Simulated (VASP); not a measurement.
Runs of VASP 6.6.1 on WC (Qusongite). The structure is that of space group P-6m2 (No. 187), or close to it. The cells are those of the table. 

| cell | gap on the mesh (eV) | pressure (GPa) |
| --- | --- | --- |
| a = 2.931, b = 2.931, c = 2.860 Å, angles 90.0, 90.0, 120.0°, 2 atoms | none | -6.5 |
| a = 2.977, b = 2.977, c = 2.906 Å, angles 90.0, 90.0, 120.0°, 2 atoms | none | -22.7 |
| a = 2.857, b = 2.857, c = 2.789 Å, angles 90.0, 90.0, 120.0°, 2 atoms | none | (a) |
| a = 2.906, b = 2.907, c = 2.837 Å, angles 90.0, 90.0, 120.0°, 2 atoms | none | (b) |
| a = 3.000, b = 3.000, c = 2.928 Å, angles 90.0, 90.0, 120.0°, 2 atoms | none | -29.3 |

Alike in all rows: task single point; level r2SCAN; potentials or basis VASP PAW PBE potentials, release 64 (W_sv, C); no spin polarisation; k mesh 11 × 11 × 10; cutoff (eV) 520; smearing fermi-dirac 0.05 eV.

Task: Estimate the missing entries.

Result: (a) 27.4; (b) 3.4.

Caveats: the PAW data sets were made with another functional, which shifts forces and pressure a little; spin-orbit coupling is left out, which moves the levels of the heavy elements.

A k mesh can miss the band edges, and the runs leave out spin-orbit coupling on W.

A gap of «none» marks levels without a gap at the run's occupations.
